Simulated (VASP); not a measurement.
# SiC in VASP: a series of runs

SiC is run at these levels: r2SCAN; tasks: single point.

Program: VASP 6.6.1. These are calculated values, not measurements. Logs are shortened: lines on timing, memory, paths and dates and some standing lists are left out, and cuts for length are marked.

## (1) The cell of the first run

Symmetry: I-4m2, No. 119, tetragonal system. The conventional cell has a = 3.157 Å, b = 3.157 Å, c = 4.574 Å, α = 90.00°, β = 90.00°, γ = 90.00°. Within 2.6 Å of Si (site symmetry -4m2) lie 4 C at 1.95 Å. Within 2.6 Å of C (site symmetry -4m2) lie 4 Si at 1.95 Å.

## (2) Single point, r2SCAN (strain +0.025 along x and y, +0.050 along z)

POSCAR reads:

```
SiC
1.0
    0.0000000000      2.2325986101      2.2870522348
    2.2325986101      0.0000000000      2.2870522348
    2.2325986101      2.2325986101      0.0000000000
Si C
1 1
Direct
    0.0000000000      0.0000000000      0.0000000000
    0.7500000000      0.7500000000      0.7500000000
```

INCAR.step1 reads:

```
SYSTEM = SiC
PREC = Accurate ; ENCUT = 520
ISMEAR = 0 ; SIGMA = 0.05
LREAL = .False. ; LASPH = .True.
NELM = 100 ; NBANDS = 11
GGA = PE ; ALGO = Normal
EDIFF = 1E-4 ; LWAVE = .True.
LCHARG = .False.
```

INCAR.step2 reads:

```
SYSTEM = SiC
PREC = Accurate ; ENCUT = 520
EDIFF = 1E-7 ; ISMEAR = 0
SIGMA = 0.05 ; LREAL = .False.
LASPH = .True. ; NELM = 100
ALGO = Normal ; ISIF = 2
LWAVE = .False. ; LCHARG = .False.
METAGGA = R2SCAN ; LMIXTAU = .True.
NBANDS = 11 ; ISTART = 1
```

KPOINTS reads:

```
Automatic mesh
0
Gamma
  10 10 10
  0 0 0
```

Potentials or basis: VASP PAW PBE potentials, release 64 (Si, C).

Launch:

```sh
$ cat potpaw_PBE.64/Si/POTCAR potpaw_PBE.64/C/POTCAR > POTCAR
$ cp INCAR.step1 INCAR
$ mpirun -np 1 vasp_std > vasp.out
$ cp INCAR.step2 INCAR
$ mpirun -np 1 vasp_std > vasp.out
```

OUTCAR:

```text
SYSTEM = SiC
   PREC = Accurate
   ENCUT = 520
   EDIFF = 1E-7
   ISMEAR = 0
   LREAL = .False.
   LASPH = .True.
   NELM = 100
   ISIF = 2
   METAGGA = R2SCAN
   ISTART = 1

 ion  position               nearest neighbor table
   1  0.000  0.000  0.000-   2 1.95   2 1.95   2 1.95   2 1.95
   2  0.750  0.750  0.750-   1 1.95   1 1.95   1 1.95   1 1.95

  LATTYP: Found a body centered tetragonal cell.
 ALAT       =     3.1573712337
 C/A-ratio  =     1.4487065761

  Lattice vectors:

 A1 = (  -2.2325986101,   0.0000000000,   2.2870522348)
 A2 = (   2.2325986101,   0.0000000000,   2.2870522348)
 A3 = (   0.0000000000,   2.2325986101,  -2.2870522348)

Analysis of symmetry for initial positions (statically):
=====================================================================
 Subroutine PRICEL returns:
 Original cell was already a primitive cell.

 Routine SETGRP: Setting up the symmetry group for a
 body centered tetragonal supercell.

 Subroutine GETGRP returns: Found  8 space group operations
 (whereof  8 operations were pure point group operations)
 out of a pool of 16 trial point group operations.

The static configuration has the point symmetry D_2d.

Analysis of symmetry for dynamics (positions and initial velocities):
=====================================================================
 Subroutine PRICEL returns:
 Original cell was already a primitive cell.

 Routine SETGRP: Setting up the symmetry group for a
 body centered tetragonal supercell.

 Subroutine GETGRP returns: Found  8 space group operations
 (whereof  8 operations were pure point group operations)
 out of a pool of 16 trial point group operations.

The dynamic configuration has the point symmetry D_2d.

 Subroutine INISYM returns: Found  8 space group operations
 (whereof  8 operations are pure point group operations),
 and found     1 'primitive' translations

----------------------------------------------------------------------------------------

                                     Primitive cell

  volume of cell :      22.7996

  direct lattice vectors                    reciprocal lattice vectors
     0.000000000  2.232598610  2.287052235    -0.223954274  0.223954274  0.218622029
     2.232598610  0.000000000  2.287052235     0.223954274 -0.223954274  0.218622029
     2.232598610  2.232598610  0.000000000     0.223954274  0.223954274 -0.218622029

  length of vectors
     3.196107708  3.196107708  3.157371234     0.384846235  0.384846235  0.384846235

  position of ions in fractional coordinates (direct lattice)
     0.000000000  0.000000000  0.000000000
     0.750000000  0.750000000  0.750000000

  ion indices of the primitive-cell ions
   primitive index   ion index
                 1           1
                 2           2

----------------------------------------------------------------------------------------

 KPOINTS: Automatic mesh

Automatic generation of k-mesh.
 Grid dimensions read from file:
 generate k-points for:   10   10   10

 Generating k-lattice:

  Cartesian coordinates                     Fractional coordinates (reciprocal lattice)
    -0.022395427  0.022395427  0.021862203     0.100000000  0.000000000  0.000000000
     0.022395427 -0.022395427  0.021862203     0.000000000  0.100000000  0.000000000
     0.022395427  0.022395427 -0.021862203     0.000000000  0.000000000  0.100000000

  Length of vectors
     0.038484624  0.038484624  0.038484624

  Shift w.r.t. Gamma in fractional coordinates (k-lattice)
     0.000000000  0.000000000  0.000000000

 Subroutine IBZKPT returns following result:
 ===========================================

 Found    102 irreducible k-points:

 Following reciprocal coordinates:
            Coordinates               Weight
  0.000000  0.000000  0.000000      1.000000
  0.100000 -0.000000  0.000000      8.000000
  0.200000 -0.000000  0.000000      8.000000
  0.300000  0.000000  0.000000      8.000000
  0.400000  0.000000  0.000000      8.000000
  0.500000 -0.000000  0.000000      4.000000
[... 16 lines left out ...]
  0.300000  0.300000  0.000000      2.000000
  0.400000  0.300000  0.000000      8.000000
 [... further k-points ...]
   k-points           NKPTS =    102   k-points in BZ     NKDIM =    102   number of bands    NBANDS=     11
   number of dos      NEDOS =    301   number of ions     NIONS =      2
   total plane-waves  NPLWV =  13824
   dimension x,y,z NGX =    24 NGY =   24 NGZ =   24
   dimension x,y,z NGXF=    48 NGYF=   48 NGZF=   48
   ions per type =               1   1
   NGX,Y,Z   is equivalent  to a cutoff of  12.48, 12.48, 12.64 a.u.
   NGXF,Y,Z  is equivalent  to a cutoff of  24.97, 24.97, 25.27 a.u.
 SYSTEM =  SiC
   PREC   = accura    normal or accurate (medium, high low for compatibility)
   ISTART =      1    job   : 0-new  1-cont  2-samecut
   ICHARG =      0    charge: 1-file 2-atom 10-const
   ISPIN  =      1    spin polarized calculation?
   LNONCOLLINEAR =      F non collinear calculations
   LSORBIT =      F    spin-orbit coupling
   LASPH  =      T    aspherical Exc in radial PAW
   ENCUT  =  520.0 eV  38.22 Ry    6.18 a.u.   5.94  5.94  5.87*2*pi/ulx,y,z
   NELM   =    100;   NELMIN=  2; NELMDL=  0     # of ELM steps
   EDIFF  = 0.1E-06   stopping-criterion for ELM
   LREAL  =      F    real-space projection
   EDIFFG = 0.1E-05   stopping-criterion for IOM
   NSW    =      0    number of steps for IOM
   IBRION =     -1    ionic relax: 0-MD 1-quasi-New 2-CG
   NFREE  =      0    steps in history (QN), initial steepest desc. (CG)
   ISIF   =      2    stress and relaxation
   ISYM   =      2    0-nonsym 1-usesym 2-fastsym
   POTIM  = 0.5000    time-step for ionic-motion
   TEBEG  =    0.0;   TEEND  =   0.0 temperature during run
   PSTRESS=    0.0 pullay stress
   NELECT =       8.0000    total number of electrons
   NUPDOWN=      -1.0000    fix difference up-down
   EMIN   =  10.00;   EMAX   =-10.00  energy-range for DOS
   EFERMI =   0.00;   METHOD = LEGACY
   ISMEAR =     0;   SIGMA  =   0.05  broadening in eV -4-tet -1-fermi 0-gaus
   EFERMI_NEDOS =   21; number of points for ismear=-14 and -15
   IALGO  =     38    algorithm
   IMIX   =      4    mixing-type and parameters
     AMIX     =   0.40;   BMIX     =  1.00
     AMIX_MAG =   1.60;   BMIX_MAG =  1.00
  volume/ion in A,a.u.               =      11.40        76.93
  Fermi-wavevector in a.u.,A,eV,Ry     =   1.154682  2.182032 18.140516  1.333290
  Thomas-Fermi vector in A             =   2.291316
   LORBIT       =      0    0 simple, 1 ext, 2 COOP (PROOUT), +10 PAW based schemes
   METAGGA = R2SCAN    functional components
   LHFCALC =     F    Hartree Fock is set to
   AEXX    =    0.0000 exact exchange contribution
   IVDW    =     0    specifies the selected vdW correction
   LEPSILON=     F    determine dielectric tensor
   LRPA    =     F    only Hartree local field effects (RPA)
 non-spin polarized calculation
 Gauss-broadening in eV      SIGMA  =   0.05
  energy-cutoff  :      520.00
  volume of cell :       22.80
 maximum number of plane-waves:       628
   NGX = 11   NGY = 11   NGZ = 11

 number of electron       7.9999999 magnetization

 Free energy of the ion-electron system (eV)
  ---------------------------------------------------
  ext. energy  EPLUGINS =         0.00000000
  ---------------------------------------------------
  free energy    TOTEN  =       -19.18543664 eV

  energy without entropy =      -19.18543664  energy(sigma->0) =      -19.18543664

 E-fermi :   7.3126     XC(G=0): -11.5054

 val. band max:        6.9950383518   @ k =   0.0000   0.0000   0.0000
 cond. band min:       8.6486123834   @ k =   0.5000   0.0000   0.5000
 fundamental gap:      1.6535740316
 Fermi energy:         7.3125501980

 k-point     1 :       0.0000    0.0000    0.0000
  band No.  band energies     occupation
      1      -8.4924      2.00000
      2       6.8230      2.00000
      3       6.9950      2.00000
      4       6.9950      2.00000
      5      12.5559      0.00000
      6      14.0702      0.00000
      7      14.0702      0.00000
      8      14.1474      0.00000
      9      21.1898      0.00000
     10      21.9238      0.00000
     11      23.1586      0.00000

 k-point     2 :       0.1000   -0.0000    0.0000
  band No.  band energies     occupation
      1      -8.3051      2.00000
      2       5.8896      2.00000
      3       6.7381      2.00000
      4       6.8681      2.00000
      5      12.9403      0.00000
      6      14.2502      0.00000
      7      14.3230      0.00000
      8      14.4299      0.00000
      9      20.4008      0.00000
     10      20.9950      0.00000
     11      23.3901      0.00000

 k-point     3 :       0.2000   -0.0000    0.0000
  band No.  band energies     occupation
      1      -7.7537      2.00000
      2       3.7732      2.00000
      3       6.3935      2.00000
      4       6.5771      2.00000
      5      12.7722      0.00000
      6      14.6917      0.00000
      7      14.7725      0.00000
      8      15.5524      0.00000
      9      19.9053      0.00000
     10      20.2244      0.00000
     11      22.5864      0.00000
[... 267 lines left out ...]
 k-point    23 :       0.3000    0.3000    0.0000
  band No.  band energies     occupation
      1      -6.3878      2.00000
      2       2.2271      2.00000
      3       4.7437      2.00000
      4       4.7437      2.00000
      5      10.4243      0.00000
      6      12.8507      0.00000
      7      18.3564      0.00000
      8      18.3564      0.00000
      9      18.8757      0.00000
     10      24.3918      0.00000
     11      28.3687      0.00000

 k-point    24 :       0.4000    0.3000    0.0000
  band No.  band energies     occupation
      1      -5.5908      2.00000
      2       1.0707      2.00000
      3       3.9376      2.00000
      4       4.4957      2.00000
      5      10.2307      0.00000
      6      12.8994      0.00000
      7      18.2868      0.00000
      8      18.8475      0.00000
      9      20.4533      0.00000
     10      25.2379      0.00000
     11      27.7663      0.00000

 [... further k-points ...]

------------------------ aborting loop because EDIFF is reached ----------------------------------------

  FORCE on cell =-STRESS in cart. coord.  units (eV):
  Direction    XX          YY          ZZ          XY          YZ          ZX
  --------------------------------------------------------------------------------------
  -------------------------------------------------------------------------------------
  Total       -2.3139741     -2.3139741     -3.2816827      0.0000000      0.0000000      0.0000000
  in kB     -162.6079237   -162.6079237   -230.6108756      0.0000000      0.0000000      0.0000000
  external PRESSURE =    -185.2755744 kB  Pullay stress =       0.0000000 kB

 VOLUME and BASIS-vectors are now :
 -----------------------------------------------------------------------------
  energy-cutoff  :      520.00
  volume of cell :       22.80
      direct lattice vectors                 reciprocal lattice vectors
     0.000000000  2.232598610  2.287052235    -0.223954274  0.223954274  0.218622029
     2.232598610  0.000000000  2.287052235     0.223954274 -0.223954274  0.218622029
     2.232598610  2.232598610  0.000000000     0.223954274  0.223954274 -0.218622029

 POSITION                                       TOTAL-FORCE (eV/Angst)
 -----------------------------------------------------------------------------------
      0.00000      0.00000      0.00000         0.000000      0.000000      0.000000
      3.34890      3.34890      3.43058        -0.000000     -0.000000     -0.000000
 -----------------------------------------------------------------------------------
    total drift:                               -0.000001     -0.000001      0.000000

  FREE ENERGIE OF THE ION-ELECTRON SYSTEM (eV)
  ---------------------------------------------------
  free  energy   TOTEN  =       -19.1854366361 eV

  energy  without entropy=      -19.1854366361  energy(sigma->0) =      -19.18543664
```

Wall time 53 s (1 thread of Intel Xeon Platinum 8488C (Sapphire Rapids), shared host); peak memory 0.15 GiB.

What came out:

| Item | Value |
| --- | --- |
| Free energy | -19.1854 eV |
| Pressure | -18.5 GPa |
| Band gap on the k mesh | 1.65 eV, indirect (least direct gap 4.90 eV) |

Caveat: the cell differs from its parent crystal (strain +0.025 along x and y, +0.050 along z); the PAW data sets were made with another functional, which shifts forces and pressure a little. A k mesh can miss the band edges.

## (3) Single point, r2SCAN (strain +0.050 along x and y, +0.025 along z)

POSCAR reads:

```
SiC
1.0
    0.0000000000      2.2870522348      2.2325986101
    2.2870522348      0.0000000000      2.2325986101
    2.2870522348      2.2870522348      0.0000000000
Si C
1 1
Direct
    0.0000000000      0.0000000000      0.0000000000
    0.7500000000      0.7500000000      0.7500000000
```

INCAR.step1 reads:

```
  PREC = Accurate
  ENCUT = 520
  ISMEAR = 0
  SIGMA = 0.05
  LREAL = False
  LASPH = True
  NELM = 60
  NBANDS = 11
  GGA = PE
  ALGO = Normal
  EDIFF = 1E-4
  LWAVE = True
  LCHARG = False
```

INCAR.step2 reads:

```
  PREC = Accurate
  ENCUT = 520
  EDIFF = 1E-6
  ISMEAR = 0
  SIGMA = 0.05
  LREAL = False
  LASPH = True
  NELM = 60
  ALGO = Normal
  ISIF = 2
  LWAVE = False
  LCHARG = False
  METAGGA = R2SCAN
  LMIXTAU = True
  NBANDS = 11
  ISTART = 1
```

KPOINTS reads:

```
regular mesh
0
Gamma
  10 10 10
```

Potentials or basis: VASP PAW PBE potentials, release 64 (Si, C).

Launch:

```sh
$ cat potpaw_PBE.64/Si/POTCAR potpaw_PBE.64/C/POTCAR > POTCAR
$ cp INCAR.step1 INCAR
$ mpirun -np 1 vasp_std > vasp.out
$ cp INCAR.step2 INCAR
$ mpirun -np 1 vasp_std > vasp.out
```

It took 51 s on 1 thread of Intel Xeon Platinum 8488C (Sapphire Rapids), shared host; peak memory 0.15 GiB.

Results (log left out):

| Quantity | Value |
| --- | --- |
| Free energy | -19.1156 eV |
| Pressure | -21.9 GPa |
| Band gap on the k mesh | 1.55 eV, indirect (least direct gap 4.86 eV) |

Stress tensor (GPa, compression positive):
```
-24.00   0.00   0.00
  0.00 -24.00   0.00
  0.00   0.00 -17.83
```

Levels at points of the mesh, in eV from the valence-band top:
| k point | band 1 | band 2 | band 3 | band 4 | band 5 | band 6 | band 7 | band 8 | band 9 |
| --- | --- | --- | --- | --- | --- | --- | --- | --- | --- |
| (0.00, 0.00, 0.00) | -15.36 | -0.16 | -0.16 | 0.00 | 5.22 | 6.84 | 6.92 | 6.92 | 14.04 |
| (0.50, 0.00, 0.00) | -12.16 | -8.29 | -1.32 | -1.05 | 4.71 | 6.97 | 7.32 | 10.12 | 15.76 |
| (0.50, 0.50, 0.00) | -10.71 | -7.61 | -3.36 | -3.36 | 1.55 | 3.98 | 13.50 | 13.50 | 14.48 |
| (0.50, 0.00, 0.50) | -10.87 | -7.89 | -3.14 | -3.10 | 1.76 | 4.40 | 13.24 | 13.89 | 14.12 |

Caveat: the cell differs from its parent crystal (strain +0.050 along x and y, +0.025 along z); the PAW data sets were made with another functional, which shifts forces and pressure a little.

## (4) Single point, r2SCAN (strain -0.050 along x and y, -0.050 along z)

POSCAR reads:

```
SiC
1.0
    0.0000000000      2.0692377362      2.0692377362
    2.0692377362      0.0000000000      2.0692377362
    2.0692377362      2.0692377362      0.0000000000
Si C
1 1
Direct
    0.0000000000      0.0000000000      0.0000000000
    0.7500000000      0.7500000000      0.7500000000
```

INCAR.step1 reads:

```
PREC = Accurate
ENCUT = 520
ISMEAR = 0
SIGMA = 0.05
LREAL = F
LASPH = T
NELM = 60
NBANDS = 11
GGA = PE
ALGO = Normal
EDIFF = 1E-4
LWAVE = T
LCHARG = F
```

INCAR.step2 reads:

```
PREC = Accurate
ENCUT = 520
EDIFF = 1E-6
ISMEAR = 0
SIGMA = 0.05
LREAL = F
LASPH = T
NELM = 60
ALGO = Normal
ISIF = 2
LWAVE = F
LCHARG = F
METAGGA = R2SCAN
LMIXTAU = T
NBANDS = 11
ISTART = 1
```

KPOINTS reads:

```
Automatic mesh
0
Gamma
  10 10 10
```

Launch:

```sh
$ cat potpaw_PBE.64/Si/POTCAR potpaw_PBE.64/C/POTCAR > POTCAR
$ cp INCAR.step1 INCAR
$ mpirun -np 1 vasp_std > vasp.out
$ cp INCAR.step2 INCAR
$ mpirun -np 1 vasp_std > vasp.out
```

It took 33 s on 1 thread of Intel Xeon 8259CL, shared host; peak memory 0.14 GiB.

It converged, with:

- Free energy: -18.9492 eV
- Pressure: 46.6 GPa
- Band gap on the k mesh: 1.61 eV, indirect (least direct gap 5.24 eV)

Levels at points of the mesh, in eV from the valence-band top:
```csv
k point,band 2,band 3,band 4,band 5,band 6,band 7
"(0.00, 0.00, 0.00)",0.00,0.00,0.00,8.82,9.10,9.10
"(0.50, 0.00, 0.00)",-9.72,-1.13,-1.13,7.56,8.46,8.46
"(0.50, 0.50, 0.00)",-8.58,-3.63,-3.63,1.61,5.48,17.13
```

Caveat: the cell differs from its parent crystal (strain -0.050 along x and y, -0.050 along z); the PAW data sets were made with another functional, which shifts forces and pressure a little.

[end of part 1 of 2]
